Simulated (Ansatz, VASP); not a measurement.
One calculation of Cd, two programs

```
CELL_PARAMETERS angstrom
-1.86126 1.86126 1.86126
1.86126 -1.86126 1.86126
1.86126 1.86126 -1.86126
ATOMIC_POSITIONS crystal
Cd 0.00000 0.00000 0.00000
```

Alike in both runs: task single point; functional PBE; k mesh 16 × 16 × 16; occupations gaussian, width 0.1 eV; no spin polarisation.

|  | VASP | Ansatz |
| --- | --- | --- |
| version | VASP 6.6.1 | Ansatz 0.2.0 |
| potentials or method | VASP PAW PBE potentials, release 64 (Cd), cutoff 520 eV | scalar-relativistic, plane waves, PAW |
| valence electrons in the cell | 12 | 20 |

|  | VASP | Ansatz | Ansatz less VASP |
| --- | --- | --- | --- |
| gap on the k mesh at the Fermi level (eV) | none | none | - |
| pressure (GPa) | -2.6 | -2.7 | -0.15 |

A gap of «none» marks a metal or a gap that the smearing closes. VASP's potentials hold 12 valence electrons a cell and Ansatz's 20, so a difference there can come from the potentials and not from the codes.
